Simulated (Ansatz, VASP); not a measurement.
## Two plane-wave programs on TiCo2

```
Ti Co
1.0
     0.00000    3.24374    3.24374
     3.24374    0.00000    3.24374
     3.24374    3.24374    0.00000
Ti Co
2 4
Direct
  0.50000 0.50000 0.50000
  0.75000 0.75000 0.75000
  0.12500 0.12500 0.12500
  0.62500 0.12500 0.12500
  0.12500 0.12500 0.62500
  0.12500 0.62500 0.12500
```

Alike in both runs: task relaxation of cell and atoms; functional LDA; k mesh 10 × 10 × 10; occupations fermi-dirac, width 0.15 eV; no spin polarisation.

|  | VASP | Ansatz |
| --- | --- | --- |
| version | VASP 6.6.1 | Ansatz 0.2.0 |
| potentials or method | VASP PAW LDA potentials, release 64 (Ti_sv, Co), cutoff 600 eV | scalar-relativistic, plane waves, PAW |
| valence electrons in the cell | 60 | 92 |

```csv
,VASP,Ansatz,Ansatz less VASP
"gap on the k mesh at the Fermi level, each at its own relaxed structure (eV)",none,none,-
relaxed volume (Å³/atom),11.39,11.42,+0.025
relaxed length of the cell vector where the two differ most in proportion (Å),4.589,4.593,+0.0034
```

LDA's correlation is that of Perdew and Zunger in VASP and of Perdew and Wang (1992) in Ansatz. A gap of «none» marks a metal or a gap that the smearing closes. VASP's potentials hold 60 valence electrons a cell and Ansatz's 92, so a difference there can come from the potentials and not from the codes.
